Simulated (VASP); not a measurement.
Crystal: FeSi.

```xyz
8
Lattice="4.5507 0.0000 0.0000 0.0000 4.5507 0.0000 0.0000 0.0000 4.5507" Properties=species:S:1:pos:R:3 pbc="T T T"
Fe    3.9294    2.8966    1.6541
Fe    2.8966    1.6541    3.9294
Fe    1.6541    3.9294    2.8966
Fe    0.6213    0.6213    0.6213
Si    0.7172    1.5582    2.9925
Si    1.5582    2.9925    0.7172
Si    2.9925    0.7172    1.5582
Si    3.8335    3.8335    3.8335
```

Base run:

```yaml
Program: VASP 6.6.1
Functional: PBE
Potentials_or_basis: VASP PAW PBE potentials, release 64 (Fe, Si)
Cutoff: 520 eV
k_mesh: 6 × 6 × 6
Occupations: fermi-dirac, width 0.05 eV
Spin: collinear spin, ferromagnetic start
Starting_moments: "[3.0, 3.0, 3.0, 3.0, 0.0, 0.0, 0.0, 0.0] μB"
```

Its results: pressure -10.3 GPa; net moment 3.73 μB per cell; site moments Fe +1.03; Si -0.05 μB; largest force 0.095 eV/Å.

The run is repeated on the same cell with these changes: functional from PBE to PBEsol; k mesh from 6 × 6 × 6 to 5 × 5 × 5. What comes out?

Pressure -16.6 GPa; net moment 3.50 μB per cell; site moments Fe +0.96; Si -0.04 μB; largest force 0.059 eV/Å.

Several settings changed at once.

Caveats: the cell stands under tension; the PAW data sets were made with another functional, which shifts forces and pressure a little (at least some runs).
